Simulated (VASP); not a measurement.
# GaAs (gw) (I-4m2) in VASP: further runs

The runs below take GaAs (gw) through single point, with PBEsol.

Everything below comes from runs of VASP 6.6.1. Logs are shortened: lines on timing, memory, paths and dates and some standing lists are left out, and cuts for length are marked.

**1. The cell of the first run**

It takes space group I-4m2 (No. 119, tetragonal). The conventional cell has a = 4.042 Å, b = 4.042 Å, c = 5.608 Å, α = 90.00°, β = 90.00°, γ = 90.00°. Ga (site symmetry -4m2) has 4 As at 2.46 Å within 3.2 Å. As (site symmetry -4m2) has 4 Ga at 2.46 Å within 3.2 Å.

**2. Single point, PBEsol**

INCAR reads:

```
SYSTEM = GaAs
  PREC = Accurate
  ENCUT = 500
  EDIFF = 1E-6
  ISMEAR = 0
  SIGMA = 0.01
  LREAL = .FALSE.
  LASPH = .TRUE.
  NELM = 120
  ALGO = Normal
  ISIF = 2
  LWAVE = .FALSE.
  LCHARG = .FALSE.
  GGA = PS
  NBANDS = 16
  GGA_COMPAT = .FALSE.
```

KPOINTS reads:

```
Automatic mesh
0
G
  4 4 4
  0 0 0
```

POSCAR reads:

```
GaAs
1.0
    0.0000000000      2.8578134973      2.8039456969
    2.8578134973      0.0000000000      2.8039456969
    2.8578134973      2.8578134973      0.0000000000
Ga As
1 1
Direct
    0.0000000000      0.0000000000      0.0000000000
    0.2500000000      0.2500000000      0.2500000000
```

Potentials or basis: VASP PAW PBE potentials, release 64 (Ga_d, As).

The run is started by

```
$ cat potpaw_PBE.64/Ga_d/POTCAR potpaw_PBE.64/As/POTCAR > POTCAR
$ mpirun -np 1 vasp_std > vasp.out
```

OUTCAR:

```text
SYSTEM = GaAs
   PREC = Accurate
   ENCUT = 500
   EDIFF = 1E-6
   ISMEAR = 0
   LREAL = .FALSE.
   LASPH = .TRUE.
   NELM = 120
   ISIF = 2
   GGA = PS

 ion  position               nearest neighbor table
   1  0.000  0.000  0.000-   2 2.46   2 2.46   2 2.46   2 2.46
   2  0.250  0.250  0.250-   1 2.46   1 2.46   1 2.46   1 2.46

  LATTYP: Found a body centered tetragonal cell.
 ALAT       =     4.0415586066
 C/A-ratio  =     1.3875566185

  Lattice vectors:

 A1 = (   0.0000000000,  -2.8578134973,  -2.8039456969)
 A2 = (   0.0000000000,   2.8578134973,  -2.8039456969)
 A3 = (   2.8578134973,   0.0000000000,   2.8039456969)

Analysis of symmetry for initial positions (statically):
=====================================================================
 Subroutine PRICEL returns:
 Original cell was already a primitive cell.

 Routine SETGRP: Setting up the symmetry group for a
 body centered tetragonal supercell.

 Subroutine GETGRP returns: Found  8 space group operations
 (whereof  8 operations were pure point group operations)
 out of a pool of 16 trial point group operations.

The static configuration has the point symmetry D_2d.

Analysis of symmetry for dynamics (positions and initial velocities):
=====================================================================
 Subroutine PRICEL returns:
 Original cell was already a primitive cell.

 Routine SETGRP: Setting up the symmetry group for a
 body centered tetragonal supercell.

 Subroutine GETGRP returns: Found  8 space group operations
 (whereof  8 operations were pure point group operations)
 out of a pool of 16 trial point group operations.

The dynamic configuration has the point symmetry D_2d.

 Subroutine INISYM returns: Found  8 space group operations
 (whereof  8 operations are pure point group operations),
 and found     1 'primitive' translations

----------------------------------------------------------------------------------------

                                     Primitive cell

  volume of cell :      45.8002

  direct lattice vectors                    reciprocal lattice vectors
     0.000000000  2.857813497  2.803945697    -0.174958933  0.174958933  0.178320144
     2.857813497  0.000000000  2.803945697     0.174958933 -0.174958933  0.178320144
     2.857813497  2.857813497  0.000000000     0.174958933  0.174958933 -0.178320144

  length of vectors
     4.003649517  4.003649517  4.041558607     0.304990705  0.304990705  0.304990705
[... 68 lines left out ...]
   NELM   =    120;   NELMIN=  2; NELMDL= -5     # of ELM steps
   EDIFF  = 0.1E-05   stopping-criterion for ELM
   LREAL  =      F    real-space projection
   EDIFFG = 0.1E-04   stopping-criterion for IOM
   NSW    =      0    number of steps for IOM
   IBRION =     -1    ionic relax: 0-MD 1-quasi-New 2-CG
   NFREE  =      0    steps in history (QN), initial steepest desc. (CG)
   ISIF   =      2    stress and relaxation
   ISYM   =      2    0-nonsym 1-usesym 2-fastsym
   POTIM  = 0.5000    time-step for ionic-motion
   TEBEG  =    0.0;   TEEND  =   0.0 temperature during run
   PSTRESS=    0.0 pullay stress
   NELECT =      18.0000    total number of electrons
   NUPDOWN=      -1.0000    fix difference up-down
   EMIN   =  10.00;   EMAX   =-10.00  energy-range for DOS
   EFERMI =   0.00;   METHOD = LEGACY
   ISMEAR =     0;   SIGMA  =   0.01  broadening in eV -4-tet -1-fermi 0-gaus
   EFERMI_NEDOS =   21; number of points for ismear=-14 and -15
   IALGO  =     38    algorithm
   IMIX   =      4    mixing-type and parameters
     AMIX     =   0.40;   BMIX     =  1.00
     AMIX_MAG =   1.60;   BMIX_MAG =  1.00
  volume/ion in A,a.u.               =      22.90       154.54
  Fermi-wavevector in a.u.,A,eV,Ry     =   1.199158  2.266081 19.564917  1.437981
  Thomas-Fermi vector in A             =   2.335028
   LORBIT       =      0    0 simple, 1 ext, 2 COOP (PROOUT), +10 PAW based schemes
   GGA     = PS    functional components
   LHFCALC =     F    Hartree Fock is set to
   AEXX    =    0.0000 exact exchange contribution
   IVDW    =     0    specifies the selected vdW correction
   LEPSILON=     F    determine dielectric tensor
   LRPA    =     F    only Hartree local field effects (RPA)
 non-spin polarized calculation
 Gauss-broadening in eV      SIGMA  =   0.01
  energy-cutoff  :      500.00
  volume of cell :       45.80
 maximum number of plane-waves:      1195
 NGX is ok and might be reduce to    30
   NGX = 15   NGY = 15   NGZ = 15

 number of electron      17.9999989 magnetization

 Free energy of the ion-electron system (eV)
  ---------------------------------------------------
  ext. energy  EPLUGINS =         0.00000000
  ---------------------------------------------------
  free energy    TOTEN  =        -8.90390482 eV

  energy without entropy =       -8.90390482  energy(sigma->0) =       -8.90390482

 E-fermi :   3.8460     XC(G=0):  -9.6885

 val. band max:        3.8004729884   @ k =   0.0000   0.0000   0.0000
 cond. band min:       4.0657669699   @ k =   0.0000   0.0000   0.0000
 fundamental gap:      0.2652939815
 Fermi energy:         3.8460058519

 k-point     1 :       0.0000    0.0000    0.0000
  band No.  band energies     occupation
      1     -11.0833      2.00000
      2     -11.0833      2.00000
      3     -11.0784      2.00000
      4     -11.0082      2.00000
      5     -11.0050      2.00000
      6      -8.9285      2.00000
[... 224 lines left out ...]
      3     -11.0386      2.00000
      4     -11.0143      2.00000
      5     -11.0050      2.00000
      6      -6.4139      2.00000
[... 8 lines left out ...]
     15      15.5574      0.00000
     16      16.6905      0.00000

------------------------ aborting loop because EDIFF is reached ----------------------------------------

  FORCE on cell =-STRESS in cart. coord.  units (eV):
  Direction    XX          YY          ZZ          XY          YZ          ZX
  --------------------------------------------------------------------------------------
  -------------------------------------------------------------------------------------
  Total       -0.2142361     -0.2142361      0.1123126      0.0000000      0.0000000      0.0000000
  in kB       -7.4943840     -7.4943840      3.9289063      0.0000000      0.0000000      0.0000000
  external PRESSURE =      -3.6866206 kB  Pullay stress =       0.0000000 kB

 VOLUME and BASIS-vectors are now :
 -----------------------------------------------------------------------------
  energy-cutoff  :      500.00
  volume of cell :       45.80
      direct lattice vectors                 reciprocal lattice vectors
     0.000000000  2.857813497  2.803945697    -0.174958933  0.174958933  0.178320144
     2.857813497  0.000000000  2.803945697     0.174958933 -0.174958933  0.178320144
     2.857813497  2.857813497  0.000000000     0.174958933  0.174958933 -0.178320144

 POSITION                                       TOTAL-FORCE (eV/Angst)
 -----------------------------------------------------------------------------------
      0.00000      0.00000      0.00000        -0.000000     -0.000000     -0.000000
      1.42891      1.42891      1.40197         0.000000      0.000000      0.000000
 -----------------------------------------------------------------------------------
    total drift:                                0.000000      0.000000     -0.000000

  FREE ENERGIE OF THE ION-ELECTRON SYSTEM (eV)
  ---------------------------------------------------
  free  energy   TOTEN  =        -8.9039048169 eV

  energy  without entropy=       -8.9039048169  energy(sigma->0) =       -8.90390482
```

stdout:

```text
POSCAR found type information on POSCAR GaAs
 POSCAR found :  2 types and       2 ions
 scaLAPACK will be used
 -----------------------------------------------------------------------------
|                                                                             |
|                                                                             |
|     You enforced a specific xc type in the INCAR file but a different       |
|     I HOPE YOU KNOW WHAT YOU ARE DOING!                                     |
|                                                                             |
 -----------------------------------------------------------------------------

 LDA part: xc-table for (Slater+PW92), standard interpolation
 POSCAR, INCAR and KPOINTS ok, starting setup
 FFT: planning ... GRIDC
 FFT: planning ... GRID_SOFT
 FFT: planning ... GRID
 WAVECAR not read
 entering main loop
```

Wall time 8.6 s (1 thread of AMD EPYC 7R43 (Zen 3), shared host); peak memory 0.13 GiB.

Results:

- Free energy: -8.9039 eV
- Pressure: -0.4 GPa
- Band gap on the k mesh: 0.27 eV, direct

Stress tensor (GPa, compression positive):
```
-0.75  0.00  0.00
 0.00 -0.75  0.00
 0.00  0.00  0.39
```

Levels at points of the mesh, in eV from the valence-band top:
```
           k point  band 6  band 7  band 8  band 9  band 10  band 11  band 12  band 13
(0.00, 0.00, 0.00)  -12.73   -0.11   -0.11    0.00     0.27     3.55     3.60     3.60
(0.50, 0.00, 0.00)  -10.99   -6.70   -1.28   -1.13     0.79     4.41     4.55     7.48
(0.50, 0.50, 0.00)  -10.21   -6.81   -2.82   -2.82     1.20     1.37     9.93     9.93
(0.50, 0.00, 0.50)  -10.28   -6.93   -2.70   -2.69     1.31     1.54     9.84     9.96
```

Caveat: the k points lie up to 0.48 Å⁻¹ apart; the PAW data sets were made with another functional, which shifts forces and pressure a little.

**3. Single point, PBEsol**

INCAR reads:

```
PREC     = Accurate       # precision mode
ENCUT    = 500            # plane-wave cutoff, eV
EDIFF    = 1E-6           # SCF threshold, eV
ISMEAR   = 0              # smearing method
SIGMA    = 0.01           # smearing width, eV
LREAL    = F              # projectors in reciprocal space
LASPH    = T              # aspherical terms in the spheres
NELM     = 120            # most SCF steps
ALGO     = Normal         # electronic algorithm
ISIF     = 2              # what is computed and relaxed
LWAVE    = F              # write WAVECAR
LCHARG   = F              # write CHGCAR
GGA      = PS             # functional
NBANDS   = 16             # bands
GGA_COMPAT= F
```

KPOINTS reads:

```
Automatic mesh
0
Gamma
  4 4 4
```

POSCAR is that of step 2.

Potentials or basis: VASP PAW PBE potentials, release 64 (Ga_d, As).

The run is started by

```
$ cat potpaw_PBE.64/Ga_d/POTCAR potpaw_PBE.64/As/POTCAR > POTCAR
$ mpirun -np 1 vasp_std > vasp.out
```

Wall time 8.6 s (1 thread of AMD EPYC 7R43 (Zen 3), shared host); peak memory 0.13 GiB.

Results (log left out):

- Free energy: -8.9039 eV
- Pressure: -0.4 GPa
- Band gap on the k mesh: 0.27 eV, direct

Stress tensor (GPa, compression positive):
```
-0.75  0.00  0.00
 0.00 -0.75  0.00
 0.00  0.00  0.39
```

Levels at points of the mesh, in eV from the valence-band top:
| k point | band 6 | band 7 | band 8 | band 9 | band 10 | band 11 | band 12 | band 13 |
| --- | --- | --- | --- | --- | --- | --- | --- | --- |
| (0.00, 0.00, 0.00) | -12.73 | -0.11 | -0.11 | 0.00 | 0.27 | 3.55 | 3.60 | 3.60 |
| (0.50, 0.00, 0.00) | -10.99 | -6.70 | -1.28 | -1.13 | 0.79 | 4.41 | 4.55 | 7.48 |
| (0.50, 0.50, 0.00) | -10.21 | -6.81 | -2.82 | -2.82 | 1.20 | 1.37 | 9.93 | 9.93 |
| (0.50, 0.00, 0.50) | -10.28 | -6.93 | -2.70 | -2.69 | 1.31 | 1.54 | 9.84 | 9.96 |

Caveat: the k points lie up to 0.48 Å⁻¹ apart; the PAW data sets were made with another functional, which shifts forces and pressure a little.
